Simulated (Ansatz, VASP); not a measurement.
**Sn3Te: VASP beside Ansatz**

INCAR

```
SYSTEM = Sn3Te
PREC = Accurate
ENCUT = 600
EDIFF = 1E-6
ISMEAR = 0
SIGMA = 0.1
LREAL = .False.
LASPH = .True.
NELM = 60
ALGO = Normal
ISIF = 3
LWAVE = .False.
LCHARG = .False.
GGA = PE
IBRION = 2
NSW = 30
EDIFFG = -0.009
```

Contents of KPOINTS:

```
regular mesh
0
Gamma
  4 4 4
  0 0 0
```

The input POSCAR:

```
Sn3Te
1.0
    4.8656220000      0.0000000000      0.0000000000
    0.0000000000      4.8656220000      0.0000000000
    0.0000000000      0.0000000000      4.8656220000
Sn Te
3 1
Direct
    0.5000000000      0.5000000000      0.0000000000
    0.5000000000      0.0000000000      0.5000000000
    0.0000000000      0.5000000000      0.5000000000
    0.0000000000      0.0000000000      0.0000000000
```

Input for Ansatz:

```yaml
crystal:
  lattice:
    - [4.865622, 0.0, 0.0]
    - [0.0, 4.865622, 0.0]
    - [0.0, 0.0, 4.865622]
  atoms:
    - { symbol: Sn, position: [0.5, 0.5, 0.0] }
    - { symbol: Sn, position: [0.5, 0.0, 0.5] }
    - { symbol: Sn, position: [0.0, 0.5, 0.5] }
    - { symbol: Te, position: [0.0, 0.0, 0.0] }
basis:
  ecutwfc: 420
kpoints:
  mp_grid: { grid: [4, 4, 4] }
hamiltonian:
  xc: pbe
scf:
  occupations: { method: gaussian, width: 0.1 }
output:
  forces: true
  stress: true
  eigenvalues: true
relax:
  adjacent_minimum: "off"
  f_tol: 0.009
  max_steps: 10
  cell: {}
```

Alike in both runs: task relaxation of cell and atoms; functional PBE; k mesh 4 × 4 × 4; occupations gaussian, width 0.1 eV; no spin polarisation.

|  | VASP | Ansatz |
| --- | --- | --- |
| version | VASP 6.6.1 | Ansatz 0.2.0 |
| potentials or method | VASP PAW PBE potentials, release 64 (Sn_d, Te), cutoff 600 eV | scalar-relativistic, plane waves, PAW |
| valence electrons in the cell | 48 | 58 |

Ansatz gave:

| Property | Result |
| --- | --- |
| gap on the k mesh at the Fermi level, each at its own relaxed structure (eV) | none |
| relaxed volume (Å³/atom) | 28.76 |
| relaxed cell length with the largest relative difference (Å) | 4.863 |

Task: Which values does VASP return?

Result: gap on the k mesh at the Fermi level, each at its own relaxed structure (eV): none; relaxed volume (Å³/atom): 28.76; relaxed cell length with the largest relative difference (Å): 4.864.

A gap of «none» marks a metal or a gap that the smearing closes. VASP's potentials hold 48 valence electrons a cell and Ansatz's 58, so a difference there can come from the potentials and not from the codes.

Spin-orbit coupling is off throughout.
